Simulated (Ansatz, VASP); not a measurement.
## Two plane-wave programs on Ge2Sb2Te5

File INCAR:

```
SYSTEM = Ge2Sb2Te5
  ALGO = Normal
  EDIFF = 1E-7
  ENCUT = 520
  ISIF = 2
  ISMEAR = 0
  LASPH = .TRUE.
  LCHARG = .TRUE.
  LELF = .TRUE.
  LREAL = .FALSE.
  LVHAR = .TRUE.
  LWAVE = .FALSE.
  NBANDS = 44
  NELM = 80
  PREC = Accurate
  SIGMA = 0.01
```

The input KPOINTS:

```
k-points
0
G
  12 12 2
  0 0 0
```

The input POSCAR:

```
Ge2Sb2Te5
1.0
    4.2427228082      0.0000000000      0.0000000000
   -2.1213614041      3.6743057331      0.0000000000
    0.0000000000      0.0000000000     17.3182137284
Ge Sb Te
2 2 5
Direct
    0.3333333333      0.6666666667      0.9009059368
    0.6666666667      0.3333333333      0.0990940632
    0.0000000000      0.0000000000      0.6879597240
    0.0000000000      0.0000000000      0.3120402760
    0.0000000000      0.0000000000      0.0000000000
    0.6666666667      0.3333333333      0.8051761510
    0.3333333333      0.6666666667      0.1948238490
    0.3333333333      0.6666666667      0.5897389009
    0.6666666667      0.3333333333      0.4102610991
```

Input for Ansatz:

```yaml
crystal:
  lattice:
    - [4.2427228082, 0.0, 0.0]
    - [-2.1213614041, 3.6743057331, 0.0]
    - [0.0, 0.0, 17.3182137284]
  atoms:
    - { symbol: Ge, position: [0.3333333333, 0.6666666667, 0.9009059368] }
    - { symbol: Ge, position: [0.6666666667, 0.3333333333, 0.0990940632] }
    - { symbol: Sb, position: [0.0, 0.0, 0.687959724] }
    - { symbol: Sb, position: [0.0, 0.0, 0.312040276] }
    - { symbol: Te, position: [0.0, 0.0, 0.0] }
    - { symbol: Te, position: [0.6666666667, 0.3333333333, 0.805176151] }
    - { symbol: Te, position: [0.3333333333, 0.6666666667, 0.194823849] }
    - { symbol: Te, position: [0.3333333333, 0.6666666667, 0.5897389009] }
    - { symbol: Te, position: [0.6666666667, 0.3333333333, 0.4102610991] }
kpoints:
  mp_grid: { grid: [12, 12, 2] }
  band_path:
    path:
      - [0.0, 0.0, 0.0]
      - [0.5, 0.0, 0.0]
      - [0.3333333333, 0.3333333333, 0.0]
      - [0.0, 0.0, 0.5]
      - [0.5, 0.0, 0.5]
      - [0.3333333333, 0.3333333333, 0.5]
      - [-0.048177, 0.048177, 0.376302]
    npoints: 1
hamiltonian:
  xc: lda
scf:
  occupations: { method: fixed }
  n_extra_bands: 6
output:
  forces: true
  stress: true
  eigenvalues: true
```

Alike in both runs: task single point; functional LDA; k mesh 12 × 12 × 2; no spin polarisation.

|  | VASP | Ansatz |
| --- | --- | --- |
| version | VASP 6.6.1 | Ansatz 0.2.0 |
| potentials or method | VASP PAW LDA potentials, release 64 (Ge_d, Sb, Te) | plane waves, PAW |
| plane-wave cutoff (eV) | 520 | 420 |
| occupations | gaussian, width 0.01 eV | fixed |
| valence electrons in the cell | 68 | 138 |

|  | VASP | Ansatz | Ansatz less VASP |
| --- | --- | --- | --- |
| gap on the k mesh at the Fermi level (eV) | 0.45 | 0.45 | +0.004 |
| pressure (GPa) | -1.9 | -2.0 | -0.12 |
| traceless stress, the component that is largest in VASP (GPa) | -0.15 | -0.16 | -0.010 |
| rms of the force components (eV/Å) | 0.032 | 0.023 | -0.0090 |

LDA's correlation is that of Perdew and Zunger in VASP and of Perdew and Wang (1992) in Ansatz. Atom by atom the forces differ by 0.017 eV/Å (rms over components). VASP's potentials hold 68 valence electrons a cell and Ansatz's 138, so a difference there can come from the potentials and not from the codes.

Neither program's run includes spin-orbit coupling.
